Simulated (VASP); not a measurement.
# MnS (P1) in VASP: single point with r2SCAN

Aim: the single point of MnS with r2SCAN.

Everything below comes from runs of VASP 6.6.1. Logs are shortened: lines on timing, memory, paths and dates and some standing lists are left out, and cuts for length are marked.

### 1 The cell of the first run

The typed cell holds 4 atoms: a = 3.570 Å, b = 3.715 Å, c = 5.376 Å, α = 88.86°, β = 90.68°, γ = 91.01°.

### 2 Single point, r2SCAN, collinear spin, antiferromagnetic start

POSCAR

```
MnS
1.0
   -2.5469610000     -0.0218470000      2.5018050000
    2.6495930000      0.0372800000      2.6044370000
    0.0591270000      5.3753410000      0.0154330000
Mn S
2 2
Direct
    0.9442730000      0.0460050000      0.0031020000
    0.5495260000      0.4903820000      0.4699880000
    0.0178160000      0.9719570000      0.5069740000
    0.5161750000      0.4697910000      0.9805070000
```

INCAR.step1

```
SYSTEM = MnS
  ALGO = Normal
  EDIFF = 1E-4
  ENCUT = 520
  GGA = PE
  ISMEAR = -5
  ISPIN = 2
  LASPH = .TRUE.
  LCHARG = .FALSE.
  LMAXMIX = 4
  LREAL = .FALSE.
  LWAVE = .TRUE.
  MAGMOM = 4.5 -4.5 0 0
  NBANDS = 31
  NELM = 150
  PREC = Accurate
  SIGMA = 0.1
```

INCAR.step2

```
SYSTEM = MnS
  ALGO = Normal
  EDIFF = 1E-7
  ENCUT = 520
  ISIF = 2
  ISMEAR = -5
  ISPIN = 2
  ISTART = 1
  LASPH = .TRUE.
  LCHARG = .FALSE.
  LMAXMIX = 4
  LMIXTAU = .TRUE.
  LORBIT = 11
  LREAL = .FALSE.
  LWAVE = .FALSE.
  MAGMOM = 4.5 -4.5 0 0
  METAGGA = R2SCAN
  NBANDS = 31
  NELM = 150
  PREC = Accurate
  SIGMA = 0.1
```

KPOINTS

```
k-points
0
G
  5 5 4
  0 0 0
```

Potentials or basis: VASP PAW PBE potentials, release 64 (Mn_pv, S).

Command:

```console
cat potpaw_PBE.64/Mn_pv/POTCAR potpaw_PBE.64/S/POTCAR > POTCAR
cp INCAR.step1 INCAR
mpirun -np 1 vasp_std > vasp.out
cp INCAR.step2 INCAR
mpirun -np 1 vasp_std > vasp.out
```

OUTCAR:

```text
SYSTEM = MnS
   EDIFF = 1E-7
   ENCUT = 520
   ISIF = 2
   ISMEAR = -5
   ISPIN = 2
   ISTART = 1
   LASPH = .TRUE.
   LORBIT = 11
   LREAL = .FALSE.
   METAGGA = R2SCAN
   NELM = 150
   PREC = Accurate

 ion  position               nearest neighbor table
   1  0.944  0.046  0.003-   4 2.21   4 2.56   4 2.61   3 2.70   3 2.73
   2  0.550  0.490  0.470-   3 2.44   3 2.58   4 2.64   3 2.64   3 2.69   4 2.75
   3  0.018  0.972  0.507-   2 2.44   2 2.58   2 2.64   2 2.69   1 2.70   1 2.73
   4  0.516  0.470  0.981-   1 2.21   1 2.56   1 2.61   2 2.64   2 2.75

  LATTYP: Found a triclinic cell.
 ALAT       =     3.7154844840
 B/A-ratio  =     1.7423477327
 C/A-ratio  =     0.9609046472
 COS(alpha) =     0.0001735905
 COS(beta)  =     0.0175973513
 COS(gamma) =     0.5574225220

  Lattice vectors:

 A1 = (   2.6495930000,   0.0372800000,   2.6044370000)
 A2 = (   2.5904660000,  -5.3380610000,   2.5890040000)
 A3 = (   2.5469610000,   0.0218470000,  -2.5018050000)

Analysis of symmetry for initial positions (statically):
=====================================================================
 Subroutine PRICEL returns:
 Original cell was already a primitive cell.

 Routine SETGRP: Setting up the symmetry group for a
 triclinic supercell.

 Subroutine GETGRP returns: Found  1 space group operations
 (whereof  1 operations were pure point group operations)
 out of a pool of  2 trial point group operations.

The static configuration has the point symmetry C_1 .

Analysis of symmetry for dynamics (positions and initial velocities):
=====================================================================
 Subroutine PRICEL returns:
 Original cell was already a primitive cell.

 Routine SETGRP: Setting up the symmetry group for a
 triclinic supercell.

 Subroutine GETGRP returns: Found  1 space group operations
 (whereof  1 operations were pure point group operations)
 out of a pool of  2 trial point group operations.

The dynamic configuration has the point symmetry C_1 .

Analysis of structural, dynamic, and magnetic symmetry:
=====================================================================
 Subroutine PRICEL returns:
 Original cell was already a primitive cell.

 Routine SETGRP: Setting up the symmetry group for a
 triclinic supercell.
[... 134 lines left out ...]
  Thomas-Fermi vector in A             =   2.456753
   LORBIT       =     11    0 simple, 1 ext, 2 COOP (PROOUT), +10 PAW based schemes
   METAGGA = R2SCAN    functional components
   LHFCALC =     F    Hartree Fock is set to
   AEXX    =    0.0000 exact exchange contribution
   IVDW    =     0    specifies the selected vdW correction
   LEPSILON=     F    determine dielectric tensor
   LRPA    =     F    only Hartree local field effects (RPA)
 spin polarized calculation
 Fermi weights with tetrahedron method with Bloechl corrections
  energy-cutoff  :      520.00
  volume of cell :       71.28
 maximum number of plane-waves:      1933
   NGX = 13   NGY = 13   NGZ = 19

 number of electron      37.9999987 magnetization      -0.0001759

 number of electron      37.9999987 magnetization       0.0000003

 Free energy of the ion-electron system (eV)
  ---------------------------------------------------
  ext. energy  EPLUGINS =         0.00000000
  ---------------------------------------------------
  free energy    TOTEN  =       -49.45453074 eV

  energy without entropy =      -49.45453074  energy(sigma->0) =      -49.45453074

 E-fermi :   6.3540     XC(G=0): -11.1487

 val. band max:        6.3231608516   @ k =   0.0000   0.4000  -0.0000
 cond. band min:       6.9487290819   @ k =   0.0000   0.0000   0.0000
 fundamental gap:      0.6255682303
 Fermi energy:         6.3539611778

 spin component 1

 k-point     1 :       0.0000    0.0000    0.0000
  band No.  band energies     occupation
      1     -46.6640      1.00000
      2     -46.6505      1.00000
      3     -46.6344      1.00000
      4     -40.5970      1.00000
      5     -40.5581      1.00000
      6     -40.5399      1.00000
[... 805 lines left out ...]
     30      14.6421      0.00000
     31      15.0112      0.00000

 [... further k-points ...]

 spin component 2

 k-point     1 :       0.0000    0.0000    0.0000
  band No.  band energies     occupation
      1     -46.7815      1.00000
      2     -46.7536      1.00000
      3     -46.7353      1.00000
      4     -40.5590      1.00000
      5     -40.5450      1.00000
      6     -40.5022      1.00000
[... 805 lines left out ...]
     30      14.6495      0.00000
     31      15.3584      0.00000

 [... further k-points ...]

------------------------ aborting loop because EDIFF is reached ----------------------------------------

  FORCE on cell =-STRESS in cart. coord.  units (eV):
  Direction    XX          YY          ZZ          XY          YZ          ZX
  --------------------------------------------------------------------------------------
  -------------------------------------------------------------------------------------
  Total        3.7225314     -1.8955291      0.6598550     -0.4520149     -0.0978873     -0.7620453
  in kB       83.6731465    -42.6067274     14.8318808    -10.1601577     -2.2002596    -17.1288627
  external PRESSURE =      18.6327666 kB  Pullay stress =       0.0000000 kB

 VOLUME and BASIS-vectors are now :
 -----------------------------------------------------------------------------
  energy-cutoff  :      520.00
  volume of cell :       71.28
      direct lattice vectors                 reciprocal lattice vectors
    -2.546961000 -0.021847000  2.501805000    -0.196398957  0.001586737  0.199781430
     2.649593000  0.037280000  2.604437000     0.188672026 -0.002626733  0.192054499
     0.059127000  5.375341000  0.015433000    -0.002106735  0.186059376 -0.000519998

 POSITION                                       TOTAL-FORCE (eV/Angst)
 -----------------------------------------------------------------------------------
     -2.28295     -0.00224      2.48225        -1.823266      0.115930     -0.066510
     -0.07252      2.53262      2.65923         0.049362     -0.055079     -0.392890
      2.55989      2.76100      2.58380        -0.043394     -0.356283      0.384838
     -0.01195      5.27680      2.53004         1.817298      0.295432      0.074561
 -----------------------------------------------------------------------------------
    total drift:                                0.001329      0.015218      0.024057

  FREE ENERGIE OF THE ION-ELECTRON SYSTEM (eV)
  ---------------------------------------------------
  free  energy   TOTEN  =       -49.4545307449 eV

  energy  without entropy=      -49.4545307449  energy(sigma->0) =      -49.45453074

 total charge

# of ion       s       p       d       tot
------------------------------------------
    1        0.247   6.188   4.932  11.367
    2        0.222   6.162   4.902  11.285
    3        1.311   2.467   0.000   3.779
    4        1.313   2.494   0.000   3.808
--------------------------------------------------
tot          3.094  17.311   9.834  30.239

 magnetization (x)

# of ion       s       p       d       tot
------------------------------------------
    1        0.043   0.043   4.307   4.393
    2       -0.042  -0.036  -4.365  -4.444
    3       -0.010  -0.038   0.000  -0.047
    4        0.008   0.048   0.000   0.056
--------------------------------------------------
tot         -0.001   0.018  -0.059  -0.042
```

OUTCAR.step1:

```text
SYSTEM = MnS
   EDIFF = 1E-4
   ENCUT = 520
   GGA = PE
   ISMEAR = -5
   ISPIN = 2
   LASPH = .TRUE.
   LREAL = .FALSE.
   NELM = 150
[... 1885 lines left out ...]
     -0.07252      2.53262      2.65923        -0.022559     -0.158672     -0.300859
      2.55989      2.76100      2.58380        -0.061904     -0.269493      0.318359
     -0.01195      5.27680      2.53004         1.507889      0.266342      0.047225
 -----------------------------------------------------------------------------------
    total drift:                                0.001782     -0.000470      0.001674

  FREE ENERGIE OF THE ION-ELECTRON SYSTEM (eV)
  ---------------------------------------------------
  free  energy   TOTEN  =       -27.9332520993 eV

  energy  without entropy=      -27.9332520993  energy(sigma->0) =      -27.93325210
```

OSZICAR.step1:

```text
N       E                     dE             d eps       ncg     rms          rms(c)
DAV:   1     0.378496382621E+03    0.37850E+03   -0.19104E+04  6404   0.133E+03
DAV:   2    -0.342566349193E+01   -0.38192E+03   -0.36305E+03  6478   0.386E+02
DAV:   3    -0.298388306005E+02   -0.26413E+02   -0.25950E+02  7382   0.107E+02
DAV:   4    -0.304244867863E+02   -0.58566E+00   -0.58443E+00  7261   0.161E+01
DAV:   5    -0.304350381294E+02   -0.10551E-01   -0.10539E-01  7671   0.238E+00    0.162E+01
DAV:   6    -0.279555550550E+02    0.24795E+01   -0.12189E+01  6873   0.360E+01    0.147E+01
DAV:   7    -0.279378941868E+02    0.17661E-01   -0.25656E+00  6807   0.153E+01    0.886E+00
DAV:   8    -0.279377486824E+02    0.14550E-03   -0.13160E-01  7713   0.234E+00    0.469E+00
DAV:   9    -0.279298287634E+02    0.79199E-02   -0.39270E-02  7180   0.188E+00    0.675E-01
DAV:  10    -0.279327311072E+02   -0.29023E-02   -0.11524E-02  7321   0.857E-01    0.417E-01
DAV:  11    -0.279335422370E+02   -0.81113E-03   -0.11269E-03  7488   0.266E-01    0.181E-01
DAV:  12    -0.279333188589E+02    0.22338E-03   -0.34603E-04  6804   0.921E-02    0.138E-01
DAV:  13    -0.279332520993E+02    0.66760E-04   -0.29741E-05  3645   0.360E-02
   1 F= -.27933252E+02 E0= -.27933252E+02  d E =0.000000E+00  mag=     0.0156
```

Wall time 6.8 min (1 thread of AMD EPYC 9R45 (Zen 5), shared host); peak memory 0.28 GiB.

What came out:

```yaml
Free_energy: -49.4545 eV
Pressure: 1.9 GPa
Largest_force: 1.843 eV/Å
Band_gap_on_the_k_mesh: 0.63 eV (least direct gap 1.11 eV)
Net_moment: 0.00 μB per cell
Site_moments: Mn +4.39, -4.44; S -0.05, +0.06 μB
Valence_electrons_inside_the_program's_atomic_spheres: Mn 11.37, 11.29; S 3.78, 3.81
```

Forces on the atoms (eV/Å):
```
Mn  -1.823  0.116 -0.067
Mn   0.049 -0.055 -0.393
S   -0.043 -0.356  0.385
S    1.817  0.295  0.075
```

Caveat: the stress differs along the axes, from -4 to 8 GPa; the antiferromagnetic order is the one typed at the start, and another may lie lower; the PAW data sets were made with another functional, which shifts forces and pressure a little. A k mesh can miss the band edges.
